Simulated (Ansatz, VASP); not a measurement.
# Two plane-wave programs on SiS2

```xyz
6
Lattice="-2.7434 4.8181 2.7617 2.7434 -4.8181 2.7617 2.7434 4.8181 -2.7617" Properties=species:S:1:pos:R:3 pbc="T T T"
Si    0.0000    0.0000    4.1425
Si    0.0000    0.0000    1.3808
S     1.1644    1.1349    0.0000
S     1.5790    3.6832    2.7617
S     1.5790    5.9530    0.0000
S     1.1644   -1.1349    2.7617
```

Alike in both runs: task single point; functional r2SCANh; k mesh 4 × 4 × 4; no spin polarisation.

|  | VASP | Ansatz |
| --- | --- | --- |
| version | VASP 6.6.1 | Ansatz 0.2.0 |
| potentials or method | VASP PAW PBE potentials, release 64 (Si, S) | plane waves, PAW |
| plane-wave cutoff (eV) | 440 | 500 |
| occupations | gaussian, width 0.01 eV | fixed |
| valence electrons in the cell | 32 | 32 |

VASP gave:

```
gap on the k mesh at the Fermi level (eV)                     : 3.85
pressure (GPa)                                                : -0.2
traceless stress, the component that is largest in VASP (GPa) : -0.21
rms of the force components (eV/Å)                            : 0.114
```

Task: Estimate Ansatz's values.

Result: gap on the k mesh at the Fermi level (eV): 3.85; pressure (GPa): 0.1; traceless stress, the component that is largest in VASP (GPa): -0.18; rms of the force components (eV/Å): 0.088.

VASP's potentials were made for PBE, not for r2SCANh. Atom by atom the forces differ by 0.026 eV/Å (rms over components). Ansatz's warnings: stress exchange threshold loose, stress scf threshold loose.
